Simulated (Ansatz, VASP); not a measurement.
# TiO2: VASP beside Ansatz

INCAR

```
ALGO = Normal ; EDIFF = 1E-7
EDIFFG = -0.02 ; ENCUT = 600
GGA = PE ; GGA_COMPAT = False
IBRION = 2 ; ISIF = 3
ISMEAR = 0 ; LASPH = True
LCHARG = False ; LREAL = False
LWAVE = False ; NELM = 120
NELMIN = 4 ; NSW = 70
PREC = Accurate ; SIGMA = 0.02
```

Contents of KPOINTS:

```
k-points
0
Gamma
  6 6 10
```

Contents of POSCAR:

```
TiO2
1.0
    4.6403140504      0.0000000000      0.0000000000
    0.0000000000      4.6403140504      0.0000000000
    0.0000000000      0.0000000000      2.9650160084
Ti O
2 4
Direct
    0.0000000000      0.0000000000      0.0000000000
    0.5000000000      0.5000000000      0.5000000000
    0.3051378912      0.3051378912      0.0000000000
    0.1948621088      0.8051378912      0.5000000000
    0.6948621088      0.6948621088      0.0000000000
    0.8051378912      0.1948621088      0.5000000000
```

Input for Ansatz:

```yaml
crystal:
  lattice:
    - [4.6403140504, 0.0, 0.0]
    - [0.0, 4.6403140504, 0.0]
    - [0.0, 0.0, 2.9650160084]
  atoms:
    - { symbol: Ti, position: [0.0, 0.0, 0.0] }
    - { symbol: Ti, position: [0.5, 0.5, 0.5] }
    - { symbol: O, position: [0.3051378912, 0.3051378912, 0.0] }
    - { symbol: O, position: [0.1948621088, 0.8051378912, 0.5] }
    - { symbol: O, position: [0.6948621088, 0.6948621088, 0.0] }
    - { symbol: O, position: [0.8051378912, 0.1948621088, 0.5] }
basis:
  ecutwfc: 420
kpoints:
  mp_grid: { grid: [6, 6, 10] }
hamiltonian:
  xc: pbe
scf:
  occupations: { method: gaussian, width: 0.02 }
output:
  forces: true
  stress: true
  eigenvalues: true
relax:
  adjacent_minimum: "off"
  f_tol: 0.02
  max_steps: 50
  cell: { stress_tol: 0.1 }
```

Alike in both runs: task relaxation of cell and atoms; functional PBE; k mesh 6 × 6 × 10; occupations gaussian, width 0.02 eV; no spin polarisation.

|  | VASP | Ansatz |
| --- | --- | --- |
| version | VASP 6.6.1 | Ansatz 0.2.0 |
| potentials or method | VASP PAW PBE potentials, release 64 (Ti_sv, O), cutoff 600 eV | scalar-relativistic, plane waves, PAW |
| valence electrons in the cell | 48 | 48 |

|  | VASP | Ansatz | Ansatz less VASP |
| --- | --- | --- | --- |
| gap on the k mesh at the Fermi level, each at its own relaxed structure (eV) | 1.83 | 1.86 | +0.032 |
| relaxed volume (Å³/atom) | 10.67 | 10.65 | -0.020 |
| relaxed cell length with the largest relative difference (Å) | 2.968 | 2.964 | -0.0042 |
